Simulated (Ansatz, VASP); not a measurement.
## Two plane-wave programs on AgCl

```
CELL_PARAMETERS angstrom
3.43397 0.00000 0.00000
0.00000 3.39963 0.00000
0.00000 0.00000 3.43397
ATOMIC_POSITIONS crystal
Ag 0.00000 0.00000 0.00000
Cl 0.50000 0.50000 0.50000
```

Change from the starting cell: strain -0.0100 x Voigt [0, 1, 0, 0, 0, 0], atoms carried along.

Alike in both runs: task single point; functional LDA; k mesh 10 × 10 × 10; occupations gaussian, width 0.03 eV; no spin polarisation.

```csv
,VASP,Ansatz
version,VASP 6.6.1,Ansatz 0.2.0
potentials or method,"VASP PAW LDA potentials, release 64 (Ag, Cl), cutoff 520 eV","scalar-relativistic, plane waves, PAW"
valence electrons in the cell,18,26
```

VASP gave:

```
gap on the k mesh at the Fermi level (eV)                     : 0.30
least direct gap on the mesh (eV)                             : 1.79
pressure (GPa)                                                : -7.3
traceless stress, the component that is largest in VASP (GPa) : 0.31
```

**Question.** Which values does Ansatz return?

**Answer.** gap on the k mesh at the Fermi level (eV): 0.26; least direct gap on the mesh (eV): 1.76; pressure (GPa): -7.2; traceless stress, the component that is largest in VASP (GPa): 0.31.

LDA's correlation is that of Perdew and Zunger in VASP and of Perdew and Wang (1992) in Ansatz. VASP's potentials hold 18 valence electrons a cell and Ansatz's 26, so a difference there can come from the potentials and not from the codes.
